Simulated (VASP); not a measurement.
Crystal: PbS.

```
Pb S
1.0
     0.00000    2.78495    2.78495
     2.78495    0.00000    2.78495
     2.78495    2.78495    0.00000
Pb S
1 1
Cartesian
  0.0000 0.0000 0.0000
  2.7850 2.7850 2.7850
```

Base run:

```yaml
Program: VASP 6.6.1
Functional: PBE
Potentials_or_basis: VASP PAW PBE potentials, release 64 (Pb_d, S)
Cutoff: 500 eV
k_mesh: 6 × 6 × 6
Occupations: fermi-dirac, width 0.1 eV
Spin: no spin polarisation
```

Its results: band gap on the k mesh 0.54 eV, direct; pressure 18.6 GPa.

The run is repeated on the same cell with these changes: functional from PBE to LDA; potentials or basis from VASP PAW PBE potentials, release 64 (Pb_d, S) to VASP PAW LDA potentials, release 64 (Pb_d, S). What comes out?

Band gap on the k mesh 0.66 eV, direct; pressure 12.1 GPa.

Caveats: spin-orbit coupling is left out, which moves the levels of the heavy elements.

A k mesh can miss the band edges.
